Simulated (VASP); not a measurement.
# Li12NO in VASP: further runs

Li12NO is run at these levels: PBE; tasks: single point.

Program: VASP 6.6.1. These are calculated values, not measurements. Logs are shortened: lines on timing, memory, paths and dates and some standing lists are left out, and cuts for length are marked.

**1. The cell of the first run**

The cell holds a slab with vacuum, 14 atoms: a = 5.945 Å, b = 5.945 Å, c = 22.683 Å, α = 90.00°, β = 90.00°, γ = 109.47°.

**2. Single point, PBE, collinear spin, ferromagnetic start**

File INCAR:

```
PREC     = Accurate       # precision mode
ENCUT    = 520            # plane-wave cutoff, eV
EDIFF    = 1E-6           # SCF threshold, eV
ISMEAR   = 0              # smearing method
SIGMA    = 0.1            # smearing width, eV
LREAL    = F              # projectors in reciprocal space
LASPH    = T              # aspherical terms in the spheres
NELM     = 150            # most SCF steps
ALGO     = Normal         # electronic algorithm
ISIF     = 2              # what is computed and relaxed
LWAVE    = F              # write WAVECAR
LCHARG   = F              # write CHGCAR
ISPIN    = 2              # spin polarisation
MAGMOM   = 0 0 0 0 0 0 0 0 0 0 0 0 1 0 # initial moments
LORBIT   = 11             # projections on sites
LDIPOL   = T            
IDIPOL   = 3            
DIPOL    = 0.5 0.5 0.302
GGA      = PE             # functional
NBANDS   = 40             # bands
KPAR     = 4
```

File KPOINTS:

```
Automatic mesh
0
Gamma
  5 5 1
```

File POSCAR:

```
Li12NO
1.0
    5.9451735978      0.0000000000      0.0000000000
   -1.9817245326      5.6051634218      0.0000000000
    0.0000000000      0.0000000000     22.6831262891
Li N O
12 1 1
Direct
    0.2500000000      0.2500000000      0.1763425354
    0.2500000000      0.7500000000      0.1763425354
    0.7500000000      0.2500000000      0.1763425354
    0.7500000000      0.7500000000      0.1763425354
    0.0000000000      0.0000000000      0.2794233694
    0.0000000000      0.5000000000      0.2794233694
    0.5000000000      0.0000000000      0.2794233694
    0.5000000000      0.5000000000      0.2794233694
    0.2500000000      0.2500000000      0.3828011262
    0.2500000000      0.7500000000      0.3828011262
    0.7500000000      0.2500000000      0.3828011262
    0.7500000000      0.7500000000      0.3828011262
    0.9166666667      0.5833333333      0.4304136107
    1.0826986962      0.7493653629      0.4438776487
```

Potentials or basis: VASP PAW PBE potentials, release 64 (Li_sv, N, O).

The run is started by

```
$ cat potpaw_PBE.64/Li_sv/POTCAR potpaw_PBE.64/N/POTCAR potpaw_PBE.64/O/POTCAR > POTCAR
$ mpirun -np 4 vasp_std > vasp.out
```

OUTCAR:

```text
PREC = Accurate
   ENCUT = 520
   EDIFF = 1E-6
   ISMEAR = 0
   LREAL = F
   LASPH = T
   NELM = 150
   ISIF = 2
   ISPIN = 2
   LORBIT = 11
   GGA = PE

 ion  position               nearest neighbor table
   1  0.250  0.250  0.176-
   2  0.250  0.750  0.176-
   3  0.750  0.250  0.176-
   4  0.750  0.750  0.176-
   5  0.000  0.000  0.279-
   6  0.000  0.500  0.279-
   7  0.500  0.000  0.279-
   8  0.500  0.500  0.279-
   9  0.250  0.250  0.383-
  10  0.250  0.750  0.383-  14 1.70  13 2.18
  11  0.750  0.250  0.383-  13 2.18
  12  0.750  0.750  0.383-  13 1.95
  13  0.917  0.583  0.430-  14 1.18  12 1.95  10 2.18  11 2.18
  14  0.083  0.749  0.444-  13 1.18  10 1.70

  LATTYP: Found a base centered orthorhombic cell.
 ALAT       =     6.8648951542
 B/A-ratio  =     1.4142135624
 C/A-ratio  =     3.3042203529

  Lattice vectors:

 A1 = (   5.9451735978,   0.0000000000,   0.0000000000)
 A2 = (  -1.9817245326,   5.6051634218,   0.0000000000)
 A3 = (   0.0000000000,   0.0000000000,  22.6831262891)

Analysis of symmetry for initial positions (statically):
=====================================================================
 Subroutine PRICEL returns:
 Original cell was already a primitive cell.

 Routine SETGRP: Setting up the symmetry group for a
 base centered orthorhombic supercell.

 Subroutine GETGRP returns: Found  1 space group operations
 (whereof  1 operations were pure point group operations)
 out of a pool of  8 trial point group operations.

The static configuration has the point symmetry C_1 .

Analysis of symmetry for dynamics (positions and initial velocities):
=====================================================================
 Subroutine PRICEL returns:
 Original cell was already a primitive cell.

 Routine SETGRP: Setting up the symmetry group for a
 base centered orthorhombic supercell.

 Subroutine GETGRP returns: Found  1 space group operations
 (whereof  1 operations were pure point group operations)
 out of a pool of  8 trial point group operations.

The dynamic configuration has the point symmetry C_1 .

Analysis of structural, dynamic, and magnetic symmetry:
=====================================================================
 Subroutine PRICEL returns:
 Original cell was already a primitive cell.

 Routine SETGRP: Setting up the symmetry group for a
 base centered orthorhombic supercell.

 Subroutine GETGRP returns: Found  1 space group operations
 (whereof  1 operations were pure point group operations)
 out of a pool of  8 trial point group operations.

The overall configuration has the point symmetry C_1 .

 Subroutine INISYM returns: Found  1 space group operations
 (whereof  1 operations are pure point group operations),
 and found     1 'primitive' translations

----------------------------------------------------------------------------------------

                                     Primitive cell

  volume of cell :     755.8850

  direct lattice vectors                    reciprocal lattice vectors
     5.945173598  0.000000000  0.000000000     0.168203667  0.059468977  0.000000000
    -1.981724533  5.605163422  0.000000000     0.000000000  0.178406930  0.000000000
     0.000000000  0.000000000 22.683126289     0.000000000  0.000000000  0.044085634

  length of vectors
     5.945173598  5.945173598 22.683126289     0.178406930  0.178406930  0.044085634

  position of ions in fractional coordinates (direct lattice)
     0.250000000  0.250000000  0.176342535
     0.250000000  0.750000000  0.176342535
     0.750000000  0.250000000  0.176342535
     0.750000000  0.750000000  0.176342535
     0.000000000  0.000000000  0.279423369
     0.000000000  0.500000000  0.279423369
     0.500000000  0.000000000  0.279423369
     0.500000000  0.500000000  0.279423369
     0.250000000  0.250000000  0.382801126
     0.250000000  0.750000000  0.382801126
     0.750000000  0.250000000  0.382801126
     0.750000000  0.750000000  0.382801126
     0.916666667  0.583333333  0.430413611
     0.082698696  0.749365363  0.443877649

[... 55 lines left out ...]
      6     -48.5947      1.00000
[... 483 lines left out ...]
     34       1.6415      0.00000
     35       1.6908      0.00000
 [bands above 35 left out]

------------------------ aborting loop because EDIFF is reached ----------------------------------------

 vacuum level on the upper side and lower side of the slab       (xc-potential included)         0.103        -0.249

  FORCE on cell =-STRESS in cart. coord.  units (eV):
  Direction    XX          YY          ZZ          XY          YZ          ZX
  --------------------------------------------------------------------------------------
  -------------------------------------------------------------------------------------
  Total        4.0209391      4.4732228      2.0142082      2.9635000      1.1521757      0.5136286
  in kB        8.5228011      9.4814637      4.2693250      6.2814482      2.4421569      1.0886895
  external PRESSURE =       7.4245299 kB  Pullay stress =       0.0000000 kB

 VOLUME and BASIS-vectors are now :
 -----------------------------------------------------------------------------
  energy-cutoff  :      520.00
  volume of cell :      755.89
      direct lattice vectors                 reciprocal lattice vectors
     5.945173598  0.000000000  0.000000000     0.168203667  0.059468977  0.000000000
    -1.981724533  5.605163422  0.000000000     0.000000000  0.178406930  0.000000000
     0.000000000  0.000000000 22.683126289     0.000000000  0.000000000  0.044085634

 POSITION                                       TOTAL-FORCE (eV/Angst)
 -----------------------------------------------------------------------------------
      0.99086      1.40129      4.00000        -0.002428     -0.009954     -0.014202
      0.00000      4.20387      4.00000        -0.023480      0.001127      0.003203
      3.96345      1.40129      4.00000         0.008055      0.016373     -0.011473
      2.97259      4.20387      4.00000         0.019179     -0.005064     -0.007219
      0.00000      0.00000      6.33820        -0.029901      0.039136     -0.098653
     -0.99086      2.80258      6.33820         0.005566     -0.011825     -0.031488
      2.97259      0.00000      6.33820         0.037738     -0.023578      0.078162
      1.98172      2.80258      6.33820        -0.029967     -0.003810     -0.024914
      0.99086      1.40129      8.68313        -0.092324     -0.028938      0.028686
      0.00000      4.20387      8.68313         0.568933     -0.098381     -1.034810
      3.96345      1.40129      8.68313         0.019854      0.754721      0.326543
      2.97259      4.20387      8.68313        -0.032306      0.020073     -0.066608
      4.29374      3.26968      9.76313        -3.626974     -6.776860     -2.493404
     -0.99338      4.20032     10.06853         3.178055      6.126980      3.346178
 -----------------------------------------------------------------------------------
    total drift:                                0.000312      0.000351      0.002584

  FREE ENERGIE OF THE ION-ELECTRON SYSTEM (eV)
  ---------------------------------------------------
  free  energy   TOTEN  =       -34.6574189992 eV

  energy  without entropy=      -34.6227268261  energy(sigma->0) =      -34.64007291

 vacuum level on the upper side and lower side of the slab         1.764         1.345

 total charge

# of ion       s       p       d       tot
------------------------------------------
    1        2.036   0.034   0.000   2.070
    2        2.035   0.035   0.000   2.070
    3        2.035   0.035   0.000   2.070
    4        2.037   0.034   0.000   2.070
    5        2.033   0.045   0.000   2.078
    6        2.032   0.044   0.000   2.076
    7        2.029   0.047   0.000   2.076
    8        2.031   0.045   0.000   2.077
    9        2.033   0.031   0.000   2.063
   10        2.033   0.072   0.000   2.105
   11        2.024   0.043   0.000   2.067
   12        2.030   0.055   0.000   2.085
   13        1.296   2.473   0.000   3.769
   14        1.596   3.578   0.000   5.175
--------------------------------------------------
tot         27.281   6.572   0.000  33.852

 magnetization (x)

# of ion       s       p       d       tot
------------------------------------------
    1        0.001   0.001   0.000   0.002
    2       -0.000  -0.000   0.000  -0.000
    3       -0.001   0.001   0.000   0.000
    4       -0.000   0.000   0.000  -0.000
    5        0.001   0.001   0.000   0.002
    6       -0.001  -0.000   0.000  -0.001
    7        0.000   0.001   0.000   0.002
    8        0.001   0.002   0.000   0.003
    9       -0.003  -0.002   0.000  -0.005
   10        0.001   0.002   0.000   0.004
   11       -0.002  -0.005   0.000  -0.007
   12        0.003   0.006   0.000   0.008
   13        0.015   0.543   0.000   0.558
   14        0.005   0.365   0.000   0.370
--------------------------------------------------
tot          0.020   0.914   0.000   0.934
```

It took 18 min on 4 MPI ranks of Intel Xeon Platinum 8488C (Sapphire Rapids), shared host; peak memory 1.6 GiB.

Results:

```
Free energy                                           : -34.6574 eV
Largest force                                         : 8.081 eV/Å
Net moment                                            : 1.29 μB per cell
Site moments                                          : Li +0.00, -0.00, -0.01, +0.01 (each value once); N +0.56; O +0.37 μB
Valence electrons inside the program's atomic spheres : Li 2.07, 2.08, 2.06, 2.10 (each value once); N 3.77; O 5.17
```

Forces in eV/Å, atoms in the order of the input:
```
Li  -0.002 -0.010 -0.014
Li  -0.023  0.001  0.003
Li   0.008  0.016 -0.011
Li   0.019 -0.005 -0.007
Li  -0.030  0.039 -0.099
Li   0.006 -0.012 -0.031
Li   0.038 -0.024  0.078
Li  -0.030 -0.004 -0.025
Li  -0.092 -0.029  0.029
Li   0.569 -0.098 -1.035
Li   0.020  0.755  0.327
Li  -0.032  0.020 -0.067
N   -3.627 -6.777 -2.493
O    3.178  6.127  3.346
```

Caveat: the cutoff is under 1.25 times the usual one of these potentials, so pressure, stress and relaxed cells hold a basis-set (Pulay) error; the standard files for N, O and F lose accuracy on very short bonds.

**3. Single point, PBE, collinear spin, ferromagnetic start**

File INCAR:

```
ALGO = Normal
DIPOL = 0.5 0.5 0.304
EDIFF = 1E-6
ENCUT = 520
GGA = PE
IDIPOL = 3
ISIF = 2
ISMEAR = 0
ISPIN = 2
KPAR = 4
LASPH = T
LCHARG = F
LDIPOL = T
LORBIT = 11
LREAL = F
LWAVE = F
MAGMOM = 0 0 0 0 0 0 0 0 0 0 0 0 1 0
NBANDS = 40
NELM = 150
PREC = Accurate
SIGMA = 0.1
```

File KPOINTS:

```
k-points
0
Gamma
  5 5 1
```

POSCAR, as its differences from that of step 2:

```diff
@@ -20,3 +20,3 @@
     0.7500000000      0.7500000000      0.3828011262
-    0.9166666667      0.5833333333      0.4304136107
-    1.0826986962      0.7493653629      0.4438776487
+    0.9166666667      0.5833333333      0.4515747150
+    1.0885556720      0.7552223387      0.4515747150
```

Potentials or basis: VASP PAW PBE potentials, release 64 (Li_sv, N, O).

The run is started by

```
$ cat potpaw_PBE.64/Li_sv/POTCAR potpaw_PBE.64/N/POTCAR potpaw_PBE.64/O/POTCAR > POTCAR
$ mpirun -np 4 vasp_std > vasp.out
```

Wall time 15 min (4 MPI ranks of Intel Xeon Platinum 8259CL at 2.50GHz (Skylake/Cascade Lake), shared host); peak memory 1.6 GiB.

Results (log left out):

```
Free energy                                           : -34.4781 eV
Largest force                                         : 6.878 eV/Å
Net moment                                            : 1.58 μB per cell
Site moments                                          : Li -0.00, +0.00, -0.01, +0.01 (each value once); N +0.68; O +0.42 μB
Valence electrons inside the program's atomic spheres : Li 2.07, 2.08, 2.06 (each value once); N 3.73; O 5.16
```

Forces in eV/Å, atoms in the order of the input:
```
Li  -0.007  0.002 -0.022
Li  -0.024 -0.016 -0.002
Li   0.009  0.017 -0.016
Li   0.022 -0.004 -0.007
Li  -0.014  0.032 -0.045
Li   0.009 -0.018 -0.108
Li   0.023 -0.026  0.094
Li  -0.023  0.010  0.030
Li  -0.027 -0.057 -0.017
Li   0.088 -0.016 -0.205
Li   0.012  0.461  0.319
Li   0.277 -0.175  0.272
N   -3.774 -5.702 -0.734
O    3.430  5.491  0.442
```

Levels at points of the mesh, in eV from the Fermi level:
Spin up:
```csv
k point,band 20,band 21,band 22,band 23,band 24,band 25,band 26,band 27,band 28,band 29
"(0.00, 0.00, 0.00)",-0.92,-0.85,-0.32,-0.05,0.00,0.19,0.22,0.49,0.65,0.86
```
Spin down:
| k point | band 21 | band 22 | band 23 | band 24 | band 25 | band 26 |
| --- | --- | --- | --- | --- | --- | --- |
| (0.00, 0.00, 0.00) | -0.08 | 0.01 | 0.05 | 0.10 | 0.21 | 0.26 |

Caveat: the cutoff is under 1.25 times the usual one of these potentials, so pressure, stress and relaxed cells hold a basis-set (Pulay) error; the standard files for N, O and F lose accuracy on very short bonds.

**4. Single point, PBE, collinear spin, ferromagnetic start**

File INCAR:

```
SYSTEM = Li12NO
PREC = Accurate ; ENCUT = 520
EDIFF = 1E-6 ; ISMEAR = 0
SIGMA = 0.1 ; LREAL = .FALSE.
LASPH = .TRUE. ; NELM = 150
ALGO = Normal ; ISIF = 2
LWAVE = .FALSE. ; LCHARG = .TRUE.
ISPIN = 2 ; MAGMOM = 0 0 0 0 0 0 0 0 0 0 0 0 1 0
LORBIT = 11 ; LDIPOL = .TRUE.
IDIPOL = 3 ; DIPOL = 0.5 0.5 0.306
GGA = PE ; LVHAR = .TRUE.
LVACPOTAV = .TRUE. ; NBANDS = 40
KPAR = 4
```

File KPOINTS:

```
Automatic mesh
0
G
  5 5 1
  0 0 0
```

POSCAR, as its differences from that of step 3:

```diff
@@ -20,3 +20,3 @@
     0.7500000000      0.7500000000      0.3828011262
-    0.9166666667      0.5833333333      0.4515747150
-    1.0885556720      0.7552223387      0.4515747150
+    0.9166666667      0.5833333333      0.4670046868
+    1.0885556720      0.7552223387      0.4670046868
```

The run is started by

```
$ cat potpaw_PBE.64/Li_sv/POTCAR potpaw_PBE.64/N/POTCAR potpaw_PBE.64/O/POTCAR > POTCAR
$ mpirun -np 4 vasp_std > vasp.out
```

Run time: 13 min. Hardware: 4 MPI ranks of Intel Xeon Platinum 8375C at 2.90GHz (Ice Lake), shared host; peak memory 1.5 GiB.

It converged, with:

* Free energy: -34.2157 eV
* Largest force: 5.455 eV/Å
* Net moment: 1.68 μB per cell
* Site moments: Li -0.00, +0.00, +0.01 (each value once); N +0.66; O +0.41 μB
* Valence electrons inside the program's atomic spheres: Li 2.07, 2.08, 2.06 (each value once); N 3.71; O 5.12

Forces in eV/Å, atoms in the order of the input:
```
Li  -0.005  0.005 -0.017
Li  -0.020 -0.015 -0.010
Li   0.006  0.013 -0.008
Li   0.019 -0.003 -0.012
Li  -0.004  0.017 -0.011
Li   0.005 -0.005 -0.074
Li   0.009 -0.023  0.086
Li  -0.012  0.011  0.037
Li  -0.010 -0.038  0.002
Li  -0.221 -0.027  0.394
Li   0.007  0.314  0.288
Li   0.226 -0.170  0.322
N   -3.026 -4.465 -0.822
O    3.026  4.387 -0.176
```

Levels at points of the mesh, in eV from the Fermi level:
Spin up:
```tsv
k point	band 21	band 22	band 23	band 24	band 25	band 26	band 27	band 28
(0.00, 0.00, 0.00)	-0.53	-0.34	-0.03	0.00	0.20	0.21	0.47	0.55
```
Spin down:
| k point | band 19 | band 20 | band 21 | band 22 | band 23 | band 24 | band 25 | band 26 | band 27 | band 28 |
| --- | --- | --- | --- | --- | --- | --- | --- | --- | --- | --- |
| (0.00, 0.00, 0.00) | -2.13 | -0.29 | 0.02 | 0.02 | 0.07 | 0.13 | 0.26 | 0.29 | 0.48 | 1.15 |

Caveat: the cutoff is under 1.25 times the usual one of these potentials, so pressure, stress and relaxed cells hold a basis-set (Pulay) error; the standard files for N, O and F lose accuracy on very short bonds.

**5. Single point, PBE, collinear spin, ferromagnetic start**

File INCAR:

```
SYSTEM = Li12NO
ALGO = Normal
DIPOL = 0.5 0.5 0.307
EDIFF = 1E-6
ENCUT = 520
GGA = PE
IDIPOL = 3
ISIF = 2
ISMEAR = 0
ISPIN = 2
KPAR = 4
LASPH = .True.
LCHARG = .True.
LDIPOL = .True.
LORBIT = 11
LREAL = .False.
LVACPOTAV = .True.
LVHAR = .True.
LWAVE = .False.
MAGMOM = 0 0 0 0 0 0 0 0 0 0 0 0 1 0
NBANDS = 40
NELM = 150
PREC = Accurate
SIGMA = 0.1
```

File KPOINTS:

```
k-points
0
Gamma
  5 5 1
  0 0 0
```

POSCAR, as its differences from that of step 4:

```diff
@@ -20,3 +20,3 @@
     0.7500000000      0.7500000000      0.3828011262
-    0.9166666667      0.5833333333      0.4670046868
-    1.0885556720      0.7552223387      0.4670046868
+    0.9166666667      0.5833333333      0.4515747150
+    1.0382105480      0.7048772146      0.4883591507
```

The run is started by

```
$ cat potpaw_PBE.64/Li_sv/POTCAR potpaw_PBE.64/N/POTCAR potpaw_PBE.64/O/POTCAR > POTCAR
$ mpirun -np 4 vasp_std > vasp.out
```

Run time: 15 min. Hardware: 4 MPI ranks of Intel Xeon Platinum 8259CL at 2.50GHz (Skylake/Cascade Lake), shared host; peak memory 1.6 GiB.

It converged, with:

```yaml
Free_energy: -34.4507 eV
Largest_force: 5.026 eV/Å
Net_moment: 1.58 μB per cell
Site_moments: Li +0.00, -0.00, +0.01 (each value once); N +0.54; O +0.50 μB
Valence_electrons_inside_the_program's_atomic_spheres: Li 2.07, 2.08, 2.06 (each value once); N 3.73; O 5.09
```

Forces on the atoms (eV/Å):
```
Li  -0.010 -0.001 -0.020
Li  -0.014 -0.001 -0.002
Li   0.012  0.021 -0.001
Li   0.011 -0.019 -0.006
Li  -0.014  0.003  0.000
Li   0.013  0.010 -0.092
Li   0.024 -0.001  0.106
Li  -0.028 -0.009 -0.020
Li  -0.038  0.037 -0.008
Li  -0.258 -0.114  0.271
Li   0.053  0.515  0.420
Li   0.259 -0.251  0.287
N   -1.802 -2.553 -3.937
O    1.792  2.363  3.003
```

Levels at points of the mesh, in eV from the Fermi level:
Spin up:
| k point | band 22 | band 23 | band 24 | band 25 | band 26 | band 27 |
| --- | --- | --- | --- | --- | --- | --- |
| (0.00, 0.00, 0.00) | -0.35 | -0.01 | 0.01 | 0.16 | 0.21 | 0.38 |
Spin down:
| k point | band 20 | band 21 | band 22 | band 23 | band 24 | band 25 | band 26 | band 27 |
| --- | --- | --- | --- | --- | --- | --- | --- | --- |
| (0.00, 0.00, 0.00) | -0.38 | -0.01 | 0.01 | 0.02 | 0.15 | 0.24 | 0.37 | 0.43 |

Caveat: the cutoff is under 1.25 times the usual one of these potentials, so pressure, stress and relaxed cells hold a basis-set (Pulay) error; the standard files for N, O and F lose accuracy on very short bonds.

**6. Summary**

```csv
cell,gap on the mesh (eV),moment (μB),largest force (eV/Å)
"as given, atomic positions A",none,1.29,8.08
"as given, atomic positions B",none,1.58,6.88
"as given, atomic positions C",none,1.68,5.46
"as given, atomic positions D",none,1.58,5.03
```

Alike in all rows: task single point; level PBE; potentials or basis VASP PAW PBE potentials, release 64 (Li_sv, N, O); spin collinear, ferromagnetic start; k mesh 5 × 5 × 1; cutoff (eV) 520; smearing gaussian 0.1 eV.

Caveats: the cutoff is under 1.25 times the usual one of these potentials, so pressure, stress and relaxed cells hold a basis-set (Pulay) error; the standard files for N, O and F lose accuracy on very short bonds.

Absolute energies hang on the potentials; compare differences alone.
